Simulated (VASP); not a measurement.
# MgO (Fm-3m) in VASP: a series of runs

The runs below take MgO through single point, with LDA.

Program: VASP 6.6.1. These are calculated values, not measurements. Logs are shortened: lines on timing, memory, paths and dates and some standing lists are left out, and cuts for length are marked.

**1. The cell of the first run**

It takes space group Fm-3m (No. 225, cubic). Conventional cell: a = 4.204 Å, b = 4.204 Å, c = 4.204 Å, α = 90.00°, β = 90.00°, γ = 90.00°. Within 2.8 Å of Mg (site symmetry m-3m) lie 6 O at 2.10 Å. Within 2.8 Å of O (site symmetry m-3m) lie 6 Mg at 2.10 Å.

**2. Single point, LDA**

Input file INCAR:

```
SYSTEM = MgO
PREC = Accurate
ENCUT = 750
EDIFF = 1E-6
ISMEAR = 0
SIGMA = 0.01
LREAL = .False.
LASPH = .True.
NELM = 120
ALGO = Normal
ISIF = 2
LWAVE = .False.
LCHARG = .False.
NBANDS = 15
GGA_COMPAT = .False.
```

Input file KPOINTS:

```
regular mesh
0
Gamma
  10 10 10
  0 0 0
```

Input file POSCAR:

```
MgO
1.0
    0.0000000000      2.1021674168      2.1021674168
    2.1021674168      0.0000000000      2.1021674168
    2.1021674168      2.1021674168      0.0000000000
Mg O
1 1
Direct
    0.0000000000      0.0000000000      0.0000000000
    0.5000000000      0.5000000000      0.5000000000
```

Potentials or basis: VASP PAW LDA potentials, release 64 (Mg_sv, O).

Run with:

```bash
cat potpaw_LDA.64/Mg_sv/POTCAR potpaw_LDA.64/O/POTCAR > POTCAR
mpirun -np 1 vasp_std > vasp.out
```

OUTCAR:

```text
SYSTEM = MgO
   PREC = Accurate
   ENCUT = 750
   EDIFF = 1E-6
   ISMEAR = 0
   LREAL = .False.
   LASPH = .True.
   NELM = 120
   ISIF = 2

 ion  position               nearest neighbor table
   1  0.000  0.000  0.000-   2 2.10   2 2.10   2 2.10   2 2.10   2 2.10   2 2.10
   2  0.500  0.500  0.500-   1 2.10   1 2.10   1 2.10   1 2.10   1 2.10   1 2.10

  LATTYP: Found a face centered cubic cell.
 ALAT       =     4.2043348336

  Lattice vectors:

 A1 = (   0.0000000000,   2.1021674168,   2.1021674168)
 A2 = (   2.1021674168,   0.0000000000,   2.1021674168)
 A3 = (   2.1021674168,   2.1021674168,   0.0000000000)

Analysis of symmetry for initial positions (statically):
=====================================================================
 Subroutine PRICEL returns:
 Original cell was already a primitive cell.

 Routine SETGRP: Setting up the symmetry group for a
 face centered cubic supercell.

 Subroutine GETGRP returns: Found 48 space group operations
 (whereof 48 operations were pure point group operations)
 out of a pool of 48 trial point group operations.

The static configuration has the point symmetry O_h .

Analysis of symmetry for dynamics (positions and initial velocities):
=====================================================================
 Subroutine PRICEL returns:
 Original cell was already a primitive cell.

 Routine SETGRP: Setting up the symmetry group for a
 face centered cubic supercell.

 Subroutine GETGRP returns: Found 48 space group operations
 (whereof 48 operations were pure point group operations)
 out of a pool of 48 trial point group operations.

The dynamic configuration has the point symmetry O_h .

 Subroutine INISYM returns: Found 48 space group operations
 (whereof 48 operations are pure point group operations),
 and found     1 'primitive' translations

----------------------------------------------------------------------------------------

                                     Primitive cell

  volume of cell :      18.5794

  direct lattice vectors                    reciprocal lattice vectors
     0.000000000  2.102167417  2.102167417    -0.237849753  0.237849753  0.237849753
     2.102167417  0.000000000  2.102167417     0.237849753 -0.237849753  0.237849753
     2.102167417  2.102167417  0.000000000     0.237849753  0.237849753 -0.237849753

  length of vectors
     2.972913671  2.972913671  2.972913671     0.411967856  0.411967856  0.411967856

  position of ions in fractional coordinates (direct lattice)
     0.000000000  0.000000000  0.000000000
     0.500000000  0.500000000  0.500000000

  ion indices of the primitive-cell ions
   primitive index   ion index
                 1           1
                 2           2

----------------------------------------------------------------------------------------
[... 82 lines left out ...]
   NUPDOWN=      -1.0000    fix difference up-down
   EMIN   =  10.00;   EMAX   =-10.00  energy-range for DOS
   EFERMI =   0.00;   METHOD = LEGACY
   ISMEAR =     0;   SIGMA  =   0.01  broadening in eV -4-tet -1-fermi 0-gaus
   EFERMI_NEDOS =   21; number of points for ismear=-14 and -15
   IALGO  =     38    algorithm
   IMIX   =      4    mixing-type and parameters
     AMIX     =   0.40;   BMIX     =  1.00
     AMIX_MAG =   1.60;   BMIX_MAG =  1.00
  volume/ion in A,a.u.               =       9.29        62.69
  Fermi-wavevector in a.u.,A,eV,Ry     =   1.557534  2.943312 33.006537  2.425912
  Thomas-Fermi vector in A             =   2.661170
   LORBIT       =      0    0 simple, 1 ext, 2 COOP (PROOUT), +10 PAW based schemes
   GGA     = CA    functional components
   LHFCALC =     F    Hartree Fock is set to
   AEXX    =    0.0000 exact exchange contribution
   IVDW    =     0    specifies the selected vdW correction
   LEPSILON=     F    determine dielectric tensor
   LRPA    =     F    only Hartree local field effects (RPA)
 non-spin polarized calculation
 Gauss-broadening in eV      SIGMA  =   0.01
  energy-cutoff  :      750.00
  volume of cell :       18.58
 maximum number of plane-waves:       893
   NGX = 13   NGY = 13   NGZ = 13

 number of electron      15.9999994 magnetization

 Free energy of the ion-electron system (eV)
  ---------------------------------------------------
  ext. energy  EPLUGINS =         0.00000000
  ---------------------------------------------------
  free energy    TOTEN  =       -13.22948588 eV

  energy without entropy =      -13.22948588  energy(sigma->0) =      -13.22948588

 E-fermi :   2.7813     XC(G=0): -11.9617

 val. band max:        2.6210341513   @ k =   0.0000   0.0000   0.0000
 cond. band min:       7.3457023871   @ k =   0.0000   0.0000   0.0000
 fundamental gap:      4.7246682359
 Fermi energy:         2.7812888718

 k-point     1 :       0.0000    0.0000    0.0000
  band No.  band energies     occupation
      1     -68.6971      2.00000
      2     -36.1611      2.00000
      3     -36.1611      2.00000
      4     -36.1611      2.00000
      5     -14.3921      2.00000
      6       2.6210      2.00000
      7       2.6210      2.00000
      8       2.6210      2.00000
      9       7.3457      0.00000
     10      18.1804      0.00000
     11      18.1804      0.00000
     12      18.1804      0.00000
     13      22.2219      0.00000
     14      23.8637      0.00000
[... 401 lines left out ...]
      2     -36.2261      2.00000
      3     -36.1869      2.00000
      4     -36.1843      2.00000
      5     -13.0776      2.00000
      6      -1.0088      2.00000
      7       1.2907      2.00000
      8       1.5157      2.00000
      9      12.0778      0.00000
     10      12.6103      0.00000
     11      16.0217      0.00000
     12      20.5633      0.00000
     13      20.7746      0.00000
     14      27.2527      0.00000
     15      29.4331      0.00000

 [... further k-points ...]
[... 5 lines left out ...]
  --------------------------------------------------------------------------------------
  -------------------------------------------------------------------------------------
  Total       -0.6098064     -0.6098064     -0.6098064     -0.0000000      0.0000000      0.0000000
  in kB      -52.5860678    -52.5860678    -52.5860678     -0.0000000      0.0000000      0.0000000
  external PRESSURE =     -52.5860678 kB  Pullay stress =       0.0000000 kB

 VOLUME and BASIS-vectors are now :
 -----------------------------------------------------------------------------
  energy-cutoff  :      750.00
  volume of cell :       18.58
      direct lattice vectors                 reciprocal lattice vectors
     0.000000000  2.102167417  2.102167417    -0.237849753  0.237849753  0.237849753
     2.102167417  0.000000000  2.102167417     0.237849753 -0.237849753  0.237849753
     2.102167417  2.102167417  0.000000000     0.237849753  0.237849753 -0.237849753

 POSITION                                       TOTAL-FORCE (eV/Angst)
 -----------------------------------------------------------------------------------
      0.00000      0.00000      0.00000         0.000000     -0.000000      0.000000
      2.10217      2.10217      2.10217        -0.000000      0.000000     -0.000000
 -----------------------------------------------------------------------------------
    total drift:                                0.000000      0.000000      0.000000

  FREE ENERGIE OF THE ION-ELECTRON SYSTEM (eV)
  ---------------------------------------------------
  free  energy   TOTEN  =       -13.2294858820 eV

  energy  without entropy=      -13.2294858820  energy(sigma->0) =      -13.22948588
```

OSZICAR:

```text
N       E                     dE             d eps       ncg     rms          rms(c)
DAV:   1     0.151613381916E+03    0.15161E+03   -0.12805E+04  1410   0.163E+03
DAV:   2    -0.966520870146E+01   -0.16128E+03   -0.15229E+03  1683   0.419E+02
DAV:   3    -0.147756091610E+02   -0.51104E+01   -0.50880E+01  1840   0.731E+01
DAV:   4    -0.148411774235E+02   -0.65568E-01   -0.65563E-01  1599   0.830E+00
DAV:   5    -0.148420804916E+02   -0.90307E-03   -0.90306E-03  1837   0.828E-01    0.846E+00
DAV:   6    -0.132951552923E+02    0.15469E+01   -0.24494E+00  1522   0.149E+01    0.279E+00
DAV:   7    -0.132584129461E+02    0.36742E-01   -0.13259E-01  1634   0.321E+00    0.167E+00
DAV:   8    -0.132306684495E+02    0.27744E-01   -0.45361E-02  1725   0.208E+00    0.343E-01
DAV:   9    -0.132294520865E+02    0.12164E-02   -0.36297E-03  1557   0.526E-01    0.774E-02
DAV:  10    -0.132294947106E+02   -0.42624E-04   -0.14921E-04  1788   0.153E-01    0.375E-02
DAV:  11    -0.132294859638E+02    0.87468E-05   -0.13927E-05  1676   0.429E-02    0.389E-03
DAV:  12    -0.132294858820E+02    0.81753E-07   -0.28103E-07  1097   0.776E-03
   1 F= -.13229486E+02 E0= -.13229486E+02  d E =-.494925-116
```

stdout:

```text
POSCAR found type information on POSCAR MgO
 POSCAR found :  2 types and       2 ions
 scaLAPACK will be used
 LDA part: xc-table for (Slater(with rela. corr.)+CA(PZ))
 , standard interpolation
 POSCAR, INCAR and KPOINTS ok, starting setup
 FFT: planning ... GRIDC
 FFT: planning ... GRID_SOFT
 FFT: planning ... GRID
 WAVECAR not read
 entering main loop
```

It took 16 s on 1 thread of Intel Xeon Platinum 8559C (Emerald Rapids), shared host; peak memory 0.14 GiB.

Results:

| Quantity | Value |
| --- | --- |
| Free energy | -13.2295 eV |
| Pressure | -5.3 GPa |
| Band gap on the k mesh | 4.72 eV |

Caveat: the cell stands under tension.

**3. Single point, LDA**

This run uses another cell than the first one, of 8.99 Å³/atom.

Input file INCAR:

```
SYSTEM = MgO
PREC = Accurate ; ENCUT = 750
EDIFF = 1E-6 ; ISMEAR = -1
SIGMA = 0.02 ; LREAL = .FALSE.
LASPH = .TRUE. ; NELM = 120
ALGO = Normal ; ISIF = 2
LWAVE = .FALSE. ; LCHARG = .TRUE.
LELF = .TRUE. ; LVHAR = .TRUE.
NBANDS = 15 ; GGA_COMPAT = .FALSE.
```

Input file KPOINTS:

```
Automatic mesh
0
G
  10 10 10
  0 0 0
```

Input file POSCAR:

```
MgO
1.0
    0.0000000000      2.0796199009      2.0796199009
    2.0796199009      0.0000000000      2.0796199009
    2.0796199009      2.0796199009      0.0000000000
Mg O
1 1
Direct
    0.0000000000      0.0000000000      0.0000000000
    0.5000000000      0.5000000000      0.5000000000
```

Potentials or basis: VASP PAW LDA potentials, release 64 (Mg_sv, O).

Run with:

```bash
cat potpaw_LDA.64/Mg_sv/POTCAR potpaw_LDA.64/O/POTCAR > POTCAR
mpirun -np 1 vasp_std > vasp.out
```

Wall time 11 s (1 thread of Intel Xeon 6975P-C (Granite Rapids), shared host); peak memory 0.14 GiB.

The run converged. Its results:

| Quantity | Value |
| --- | --- |
| Free energy | -13.2353 eV |
| Pressure | 0.1 GPa |
| Band gap on the k mesh | 5.05 eV |

Levels at points of the mesh, in eV from the valence-band top:
| k point | band 4 | band 5 | band 6 | band 7 | band 8 | band 9 | band 10 | band 11 | band 12 | band 13 |
| --- | --- | --- | --- | --- | --- | --- | --- | --- | --- | --- |
| (0.00, 0.00, 0.00) | -38.67 | -17.19 | 0.00 | 0.00 | 0.00 | 5.05 | 15.73 | 15.73 | 15.73 | 19.86 |
| (0.50, 0.00, 0.00) | -38.68 | -15.70 | -4.86 | -0.71 | -0.71 | 7.98 | 12.84 | 16.40 | 16.40 | 21.20 |
| (0.50, 0.50, 0.00) | -38.71 | -15.46 | -4.28 | -1.42 | -1.42 | 8.93 | 10.15 | 13.30 | 19.22 | 19.22 |
